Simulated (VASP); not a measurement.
# W (Im-3m) in VASP: notebook

W is run at these levels: LDA; tasks: relaxation of cell and atoms.

Program: VASP 6.6.1. These are calculated values, not measurements. Logs are shortened: lines on timing, memory, paths and dates and some standing lists are left out, and cuts for length are marked.

### Step 1. The cell of the first run

It takes space group Im-3m (No. 229, cubic). The conventional cell has a = 3.135 Å, b = 3.135 Å, c = 3.135 Å, α = 90.00°, β = 90.00°, γ = 90.00°. W (site symmetry m-3m) has 14 W at 2.72 to 3.14 Å within 3.6 Å.

### Step 2. Relaxation of cell and atoms, LDA, target pressure 1 GPa, at which the enthalpy is minimised

The input, INCAR:

```
SYSTEM = W
PREC = Accurate
ENCUT = 600
EDIFF = 1E-7
ISMEAR = -1
SIGMA = 0.1
LREAL = .False.
LASPH = .True.
NELM = 80
ALGO = Normal
ISIF = 3
LWAVE = .False.
LCHARG = .False.
GGA = CA
IBRION = 2
NSW = 100
EDIFFG = -0.002
PSTRESS = 10.0
```

The input, KPOINTS:

```
Automatic mesh
0
Gamma
  24 24 24
  0 0 0
```

The input, POSCAR:

```
W
1.0
   -1.5675648139      1.5675648139      1.5675648139
    1.5675648139     -1.5675648139      1.5675648139
    1.5675648139      1.5675648139     -1.5675648139
W
1
Direct
    0.0000000000      0.0000000000      0.0000000000
```

Potentials or basis: VASP PAW LDA potentials, release 64 (W_sv).

The run is started by

```sh
cat potpaw_LDA.64/W_sv/POTCAR > POTCAR
mpirun -np 1 vasp_std > vasp.out
```

OUTCAR:

```text
SYSTEM = W
   PREC = Accurate
   ENCUT = 600
   EDIFF = 1E-7
   ISMEAR = -1
   LREAL = .False.
   LASPH = .True.
   NELM = 80
   ISIF = 3
   GGA = CA
   IBRION = 2
   NSW = 100
   EDIFFG = -0.002
   PSTRESS = 10.0

 ion  position               nearest neighbor table
   1  0.000  0.000  0.000-

  LATTYP: Found a body centered cubic cell.
 ALAT       =     3.1351296278

  Lattice vectors:

 A1 = (  -1.5675648139,   1.5675648139,   1.5675648139)
 A2 = (   1.5675648139,  -1.5675648139,   1.5675648139)
 A3 = (   1.5675648139,   1.5675648139,  -1.5675648139)

Analysis of symmetry for initial positions (statically):
=====================================================================
 Subroutine PRICEL returns:
 Original cell was already a primitive cell.

 Routine SETGRP: Setting up the symmetry group for a
 body centered cubic supercell.

 Subroutine GETGRP returns: Found 48 space group operations
 (whereof 48 operations were pure point group operations)
 out of a pool of 48 trial point group operations.

The static configuration has the point symmetry O_h .

Analysis of symmetry for dynamics (positions and initial velocities):
=====================================================================
 Subroutine PRICEL returns:
 Original cell was already a primitive cell.

 Routine SETGRP: Setting up the symmetry group for a
 body centered cubic supercell.

 Subroutine GETGRP returns: Found 48 space group operations
 (whereof 48 operations were pure point group operations)
 out of a pool of 48 trial point group operations.

The dynamic configuration has the point symmetry O_h .

 Subroutine INISYM returns: Found 48 space group operations
 (whereof 48 operations are pure point group operations),
 and found     1 'primitive' translations

----------------------------------------------------------------------------------------

                                     Primitive cell

  volume of cell :      15.4077

  direct lattice vectors                    reciprocal lattice vectors
    -1.567564814  1.567564814  1.567564814     0.000000000  0.318966078  0.318966078
     1.567564814 -1.567564814  1.567564814     0.318966078  0.000000000  0.318966078
     1.567564814  1.567564814 -1.567564814     0.318966078  0.318966078  0.000000000

  length of vectors
     2.715101902  2.715101902  2.715101902     0.451086153  0.451086153  0.451086153
[... 94 lines left out ...]
   ISMEAR =    -1;   SIGMA  =   0.10  broadening in eV -4-tet -1-fermi 0-gaus
   EFERMI_NEDOS =   21; number of points for ismear=-14 and -15
   IALGO  =     38    algorithm
   IMIX   =      4    mixing-type and parameters
     AMIX     =   0.40;   BMIX     =  1.00
     AMIX_MAG =   1.60;   BMIX_MAG =  1.00
  volume/ion in A,a.u.               =      15.41       103.98
  Fermi-wavevector in a.u.,A,eV,Ry     =   1.585643  2.996430 34.208623  2.514263
  Thomas-Fermi vector in A             =   2.685076
   LORBIT       =      0    0 simple, 1 ext, 2 COOP (PROOUT), +10 PAW based schemes
   GGA     = CA    functional components
   LHFCALC =     F    Hartree Fock is set to
   AEXX    =    0.0000 exact exchange contribution
   IVDW    =     0    specifies the selected vdW correction
   LEPSILON=     F    determine dielectric tensor
   LRPA    =     F    only Hartree local field effects (RPA)
 conjugate gradient relaxation of ions
 non-spin polarized calculation
  energy-cutoff  :      600.00
  volume of cell :       15.41
 maximum number of plane-waves:       535
 NGX is ok and might be reduce to    24
   NGX = 11   NGY = 11   NGZ = 11

--------------------------------------- Ionic step        1  -------------------------------------------

 number of electron      13.9999999 magnetization

 Free energy of the ion-electron system (eV)
  ---------------------------------------------------
  ext. energy  EPLUGINS =         0.00000000
  ---------------------------------------------------
  free energy    TOTEN  =       -14.11319627 eV

  energy without entropy =      -14.09817886  energy(sigma->0) =      -14.10568756

------------------------ aborting loop because EDIFF is reached ----------------------------------------

  FORCE on cell =-STRESS in cart. coord.  units (eV):
  Direction    XX          YY          ZZ          XY          YZ          ZX
  --------------------------------------------------------------------------------------
  -------------------------------------------------------------------------------------
  Total        0.1953845      0.1953845      0.1953845      0.0000000      0.0000000     -0.0000000
  in kB       20.3172099     20.3172099     20.3172099      0.0000000      0.0000000     -0.0000000
  external PRESSURE =      10.3172099 kB  Pullay stress =      10.0000000 kB
[... 61 lines left out ...]
--------------------------------------- Ionic step        3  -------------------------------------------

 number of electron      14.0000000 magnetization

 Free energy of the ion-electron system (eV)
  ---------------------------------------------------
  ext. energy  EPLUGINS =         0.00000000
  ---------------------------------------------------
  free energy    TOTEN  =       -14.11363980 eV

  energy without entropy =      -14.09859254  energy(sigma->0) =      -14.10611617

 E-fermi :  11.7327     XC(G=0): -13.9724

 val. band max:       11.7275752189   @ k =  -0.2917   0.3333   0.1667
 cond. band min:      11.7553522047   @ k =  -0.4583   0.4583   0.2083
 fundamental gap:      0.0277769859
 Fermi energy:        11.7327052909

 k-point     1 :       0.0000    0.0000    0.0000
  band No.  band energies     occupation
      1     -62.0234      2.00000
      2     -25.7909      2.00000
      3     -25.7909      2.00000
      4     -25.7909      2.00000
      5       2.0094      2.00000
      6      10.3876      2.00000
      7      10.3876      2.00000
      8      10.3876      2.00000
      9      13.9403      0.00000
     10      13.9403      0.00000
     11      26.3236      0.00000
[... 309 lines left out ...]
 k-point    24 :       0.4583    0.0417    0.0000
  band No.  band energies     occupation
      1     -61.8684      2.00000
      2     -27.2015      2.00000
      3     -26.2575      2.00000
      4     -25.8108      2.00000
      5       5.3361      2.00000
      6       8.0085      2.00000
      7      12.3499      0.00416
      8      13.8461      0.00000
      9      14.9535      0.00000
     10      18.0914      0.00000
     11      23.1454      0.00000

 [... further k-points ...]

------------------------ aborting loop because EDIFF is reached ----------------------------------------

  FORCE on cell =-STRESS in cart. coord.  units (eV):
  Direction    XX          YY          ZZ          XY          YZ          ZX
  --------------------------------------------------------------------------------------
  -------------------------------------------------------------------------------------
  Total        0.0950633      0.0950633      0.0950633      0.0000000      0.0000000      0.0000000
  in kB        9.8553285      9.8553285      9.8553285      0.0000000      0.0000000      0.0000000
  external PRESSURE =      -0.1446715 kB  Pullay stress =      10.0000000 kB
[... 20 lines left out ...]
  energy  without entropy=      -14.0985925429  energy(sigma->0) =      -14.10611617

  enthalpy is  TOTEN    =       -14.0171809985 eV   P V=        0.0964588043

 reached required accuracy - stopping structural energy minimisation
```

OSZICAR:

```text
N       E                     dE             d eps       ncg     rms          rms(c)
DAV:   1     0.827490170386E+02    0.82749E+02   -0.85701E+03  9097   0.159E+03
DAV:   2    -0.130149317283E+02   -0.95764E+02   -0.92598E+02  9767   0.358E+02
[... 19 lines left out ...]
DAV:   1    -0.141306728393E+02   -0.18009E-01   -0.39948E-01  9437   0.100E+01    0.176E+00
DAV:   2    -0.141161375937E+02    0.14535E-01   -0.21401E-02  9344   0.204E+00    0.388E-01
DAV:   3    -0.141136306097E+02    0.25070E-02   -0.67130E-03  9565   0.111E+00    0.311E-01
DAV:   4    -0.141136429310E+02   -0.12321E-04   -0.17287E-04  9381   0.178E-01    0.327E-02
DAV:   5    -0.141136398110E+02    0.31200E-05   -0.13157E-05  9920   0.475E-02    0.141E-03
DAV:   6    -0.141136398028E+02    0.82428E-08   -0.13015E-07  7619   0.523E-03
   3 F= -.14017181E+02 E0= -.14009657E+02  d E =-.151697E-03
```

CONTCAR:

```text
W
   1.00000000000000
    -1.5691488940546157    1.5691488940546157    1.5691488940546157
     1.5691488940546157   -1.5691488940546157    1.5691488940546157
     1.5691488940546157    1.5691488940546157   -1.5691488940546157
  W
     1
Direct
     0.0000000000000000    0.0000000000000000    0.0000000000000000

  0.00000000E+00  0.00000000E+00  0.00000000E+00
```

It took 59 s on 1 thread of Intel Xeon Platinum 8488C (Sapphire Rapids), shared host; peak memory 0.21 GiB.

Results:

```yaml
Free_energy: -14.1136 eV
Relaxed_volume: 15.45 Å³/atom
Relaxed_cell: a = 2.718 Å, b = 2.718 Å, c = 2.718 Å, α = 109.47°, β = 109.47°, γ = 109.47°
Space_group_after_relaxing_to_0.1_Å: Im-3m (No. 229)
Energy_change_on_relaxing_the_run_minimises_the_enthalpy: -0.4 meV/atom
Ionic_steps: 3
Pressure_after_relaxing: 1.0 GPa
Band_gap_on_the_k_mesh: zero (bands 7 and 8 overlap by 6.64 eV)
```

Step by step:
```tsv
step	energy change (eV)	largest force (eV/Å)	pressure (GPa)	volume (Å³)
1	0.0000	0.0000	2.03	15.41
2	0.0005	0.0000	-2.73	15.63
3	-0.0004	0.0000	0.99	15.45
```

Final structure:
```
CELL_PARAMETERS angstrom
-1.56915 1.56915 1.56915
1.56915 -1.56915 1.56915
1.56915 1.56915 -1.56915
ATOMIC_POSITIONS crystal
W 0.00000 0.00000 0.00000
```

Levels at points of the mesh, in eV from the Fermi level:
| k point | band 4 | band 5 | band 6 | band 7 | band 8 | band 9 | band 10 | band 11 |
| --- | --- | --- | --- | --- | --- | --- | --- | --- |
| (0.00, 0.00, 0.00) | -37.52 | -9.72 | -1.35 | -1.35 | -1.35 | 2.21 | 2.21 | 14.59 |
| (0.50, 0.00, 0.00) | -37.53 | -6.46 | -3.75 | 0.89 | 2.13 | 3.12 | 6.32 | 11.47 |
| (0.50, 0.50, 0.50) | -38.52 | -6.10 | -6.10 | 5.29 | 5.29 | 5.29 | 8.52 | 8.52 |

Caveat: the cell is relaxed towards a set pressure, so the run minimises the enthalpy, not the energy; spin-orbit coupling is left out, which moves the levels of the heavy elements.

### Step 3. Relaxation of cell and atoms, LDA, target pressure 2 GPa, at which the enthalpy is minimised

The input, INCAR:

```
SYSTEM = W
ALGO = Normal
EDIFF = 1E-6
EDIFFG = -0.002
ENCUT = 600
IBRION = 2
ISIF = 3
ISMEAR = -1
LASPH = .True.
LCHARG = .False.
LREAL = .False.
LWAVE = .False.
NELM = 80
NSW = 100
PREC = Accurate
PSTRESS = 20.0
SIGMA = 0.1
```

The input, KPOINTS:

```
k-points
0
Gamma
  24 24 24
  0 0 0
```

POSCAR is that of step 2.

Potentials or basis: VASP PAW LDA potentials, release 64 (W_sv).

The run is started by

```sh
cat potpaw_LDA.64/W_sv/POTCAR > POTCAR
mpirun -np 1 vasp_std > vasp.out
```

Wall time 48 s (1 thread of Intel Xeon Platinum 8488C (Sapphire Rapids), shared host); peak memory 0.2 GiB.

Results (log left out):

| Quantity | Value |
| --- | --- |
| Free energy | -14.1132 eV |
| Relaxed volume | 15.41 Å³/atom |
| Relaxed cell | a = 2.715 Å, b = 2.715 Å, c = 2.715 Å, α = 109.47°, β = 109.47°, γ = 109.47° |
| Space group after relaxing (to 0.1 Å) | Im-3m (No. 229) |
| Energy change on relaxing (the run minimises the enthalpy) | -0.0 meV/atom |
| Ionic steps | 3 |
| Pressure after relaxing | 2.0 GPa |
| Band gap on the k mesh | zero (bands 7 and 8 overlap by 6.66 eV) |

Final structure:
```
W
1.0
    -1.56763    1.56763    1.56763
     1.56763   -1.56763    1.56763
     1.56763    1.56763   -1.56763
W
1
Direct
  0.00000 0.00000 0.00000
```

Levels at points of the mesh, in eV from the Fermi level:
```
           k point  band 3  band 4  band 5  band 6  band 7  band 8  band 9  band 10  band 11
(0.00, 0.00, 0.00)  -37.52  -37.52   -9.74   -1.35   -1.35   -1.35    2.21     2.21    14.60
(0.50, 0.00, 0.00)  -37.98  -37.53   -6.49   -3.77    0.90    2.13    3.13     6.35    11.59
(0.50, 0.50, 0.50)  -38.52  -38.52   -6.12   -6.12    5.31    5.31    5.31     8.54     8.54
```

Caveat: the cell is relaxed towards a set pressure, so the run minimises the enthalpy, not the energy; spin-orbit coupling is left out, which moves the levels of the heavy elements.

The gap in the log of VASP goes by the Fermi energy; the results here count the filled bands.